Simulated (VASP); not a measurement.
HfO2, 6 atoms in the cell. Symmetry: Pnnm, No. 58, orthorhombic system. Conventional cell: a = 4.881 Å, b = 4.881 Å, c = 3.238 Å, α = 90.00°, β = 90.00°, γ = 90.00°. Within 2.8 Å of Hf (site symmetry 2/m) lie 6 O at 2.13 Å. Within 2.8 Å of O (site symmetry m) lie 3 Hf at 2.13 Å and 1 O at 2.76 Å.  This cell differs from its parent crystal: mode 4 frozen in at +0.000 Å and mode 5 at -0.313 Å (largest displacements).

| Item | Value |
| --- | --- |
| Program | VASP 6.6.1 |
| Task | single point |
| Functional | PBE |
| Potentials or basis | VASP PAW PBE potentials, release 64 (Hf_pv, O) |
| Cutoff | 520 eV |
| k mesh | 6 × 6 × 8 |
| Occupations | gaussian, width 0.05 eV |
| Spin | no spin polarisation |
| Dipole correction | no |
| Further INCAR settings | ALGO = Normal; EDIFF = 1e-06; NBANDS = 31 |

Potentials or basis: VASP PAW PBE potentials, release 64 (Hf_pv, O).

The run is started by

```sh
$ cat potpaw_PBE.64/Hf_pv/POTCAR potpaw_PBE.64/O/POTCAR > POTCAR
$ mpirun -np 1 vasp_std > vasp.out
```

Hardware: 1 thread of Intel(R) Xeon(R) 6975P-C (Granite Rapids) (shared host).

Problem. How long does it take, and how much memory?

Solution. Run time: 89 s on 1 thread of Intel(R) Xeon(R) 6975P-C (Granite Rapids) (shared host), peak memory 0.28 GiB. Counts: scf iterations 14, k points 80.
